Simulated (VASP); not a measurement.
HfO2: single point with PBE

Crystal: HfO2.

```
Hf O
1.0
     5.29358    0.00000    0.00000
     0.00000    5.06926    0.00000
     0.00000    0.00000    5.10100
Hf O
4 8
Direct
  0.53255 0.26634 0.23997
  0.96745 0.26634 0.73997
  0.03255 0.73366 0.23997
  0.46745 0.73366 0.73997
  0.86539 0.06759 0.38323
  0.63461 0.06759 0.88323
  0.22926 0.46276 0.48979
  0.27074 0.46276 0.98979
  0.77074 0.53724 0.98979
  0.72926 0.53724 0.48979
  0.36539 0.93241 0.38323
  0.13461 0.93241 0.88323
```

```yaml
Program: VASP 6.6.1
Task: single point
Functional: PBE
Potentials_or_basis: VASP PAW PBE potentials, release 64 (Hf_pv, O)
Cutoff: 520 eV
k_mesh: 4 × 6 × 6
Occupations: gaussian, width 0.02 eV
Spin: no spin polarisation
Dipole_correction: no
Further_INCAR_settings: ALGO = Normal; EDIFF = 1e-07; NBANDS = 56
```

The pressure is -3.1 GPa, the largest force is 0.061 eV/Å and the band gap on the k mesh is 4.32 eV, indirect (least direct gap 4.57 eV).

Forces in eV/Å, atoms in the order of the input:
```
Hf   0.049 -0.015 -0.034
Hf  -0.049 -0.015 -0.034
Hf   0.049  0.015 -0.034
Hf  -0.049  0.015 -0.034
O   -0.015 -0.009  0.012
O    0.015 -0.009  0.012
O   -0.022  0.039  0.022
O    0.022  0.039  0.022
O    0.022 -0.039  0.022
O   -0.022 -0.039  0.022
O   -0.015  0.009  0.012
O    0.015  0.009  0.012
```

Stress tensor (GPa, compression positive):
```
-3.17  0.00  0.00
 0.00 -3.17  0.00
 0.00  0.00 -3.06
```

Levels at points of the mesh, in eV from the valence-band top:
| k point | band 41 | band 42 | band 43 | band 44 | band 45 | band 46 | band 47 | band 48 |
| --- | --- | --- | --- | --- | --- | --- | --- | --- |
| (0.00, 0.00, 0.00) | -0.72 | -0.22 | -0.11 | 0.00 | 4.78 | 5.02 | 5.18 | 5.52 |
| (0.50, 0.00, 0.00) | -0.70 | -0.70 | -0.39 | -0.39 | 5.04 | 5.04 | 5.45 | 5.45 |
| (0.00, 0.50, 0.00) | -0.79 | -0.43 | -0.17 | -0.15 | 4.42 | 4.76 | 4.85 | 5.40 |
| (0.50, 0.50, 0.00) | -0.67 | -0.67 | -0.48 | -0.48 | 4.60 | 4.60 | 5.00 | 5.00 |
| (0.00, 0.00, 0.50) | -0.37 | -0.37 | -0.27 | -0.27 | 4.51 | 4.51 | 5.14 | 5.14 |
| (0.50, 0.00, 0.50) | -0.69 | -0.69 | -0.69 | -0.69 | 5.03 | 5.03 | 5.03 | 5.03 |
| (0.00, 0.50, 0.50) | -0.97 | -0.97 | -0.35 | -0.35 | 4.44 | 4.44 | 4.78 | 4.78 |
| (0.50, 0.50, 0.50) | -0.84 | -0.84 | -0.84 | -0.84 | 4.56 | 4.56 | 4.56 | 4.56 |

Wall time 9.5 min on 1 thread of Intel Xeon 8259CL, with other jobs on the host, peak memory 0.41 GiB.

Caveat: spin-orbit coupling is left out, which moves the levels of the heavy elements. A k mesh can miss the band edges.
